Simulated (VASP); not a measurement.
BaH2: relaxation of shape and atoms at fixed volume with PBEsol

BaH2:

```xyz
6
Lattice="4.4280 0.0000 0.0000 -2.2140 3.8348 0.0000 0.0000 0.0000 5.8536" Properties=species:S:1:pos:R:3 pbc="T T T"
Ba    2.2140    1.2783    4.3902
Ba    0.0000    2.5565    1.4634
H     0.0000    2.5565    4.3902
H     2.2140    1.2783    1.4634
H     0.0000    0.0000    2.9268
H     0.0000    0.0000    0.0000
```

```json
{"Program": "VASP 6.6.1", "Task": "relaxation of shape and atoms at fixed volume", "Functional": "PBEsol", "Potentials or basis": "VASP PAW PBE potentials, release 64 (Ba_sv, H)", "Cutoff": "600 eV", "k mesh": "6 × 6 × 6", "Occupations": "gaussian, width 0.02 eV", "Spin": "no spin polarisation", "Dipole correction": "no", "Further INCAR settings": "ALGO = Normal; EDIFF = 1e-06; IBRION = 2; EDIFFG = -0.01; NSW = 50; ISIF = 4"}
```

```yaml
Energy_gained_by_relaxing: 0.1 meV/atom
Ionic_steps: 3
Pressure_after_relaxing: -0.3 GPa
Band_gap_on_the_k_mesh: 1.50 eV (least direct gap 2.46 eV)
```

Stress tensor (GPa, compression positive):
```
-0.33  0.00  0.00
 0.00 -0.33  0.00
 0.00  0.00 -0.19
```

Step by step:
```
step  energy change (eV)  largest force (eV/Å)  pressure (GPa)  volume (Å³)
   1              0.0000                0.0000           -0.34        99.40
   2             -0.0004                0.0000           -0.32        99.40
   3             -0.0007                0.0000           -0.28        99.40
```

Final structure:
```
Ba H
1.0
     4.42024    0.00000    0.00000
    -2.21012    3.82804    0.00000
     0.00000    0.00000    5.87420
Ba H
2 4
Direct
  0.66667 0.33333 0.75000
  0.33333 0.66667 0.25000
  0.33333 0.66667 0.75000
  0.66667 0.33333 0.25000
  0.00000 0.00000 0.50000
  0.00000 0.00000 0.00000
```

Levels at points of the mesh, in eV from the valence-band top:
```tsv
k point	band 8	band 9	band 10	band 11	band 12	band 13	band 14	band 15	band 16
(0.00, 0.00, 0.00)	-11.66	-4.45	-3.12	-0.38	-0.01	2.68	2.68	3.70	3.70
(0.50, 0.00, 0.00)	-11.75	-2.73	-2.30	-1.65	-1.59	2.44	3.91	4.05	5.34
(0.00, 0.00, 0.50)	-11.90	-3.30	-3.30	-0.43	-0.43	2.48	2.48	2.48	2.48
(0.50, 0.00, 0.50)	-11.84	-2.39	-2.39	-1.30	-1.30	2.38	2.38	3.90	3.90
```

Wall time 2.8 min on 1 thread of Intel Xeon 8259CL, on a shared host, peak memory 0.27 GiB.

Caveat: the PAW data sets were made with another functional, which shifts forces and pressure a little; spin-orbit coupling is left out, which moves the levels of the heavy elements. A k mesh can miss the band edges.
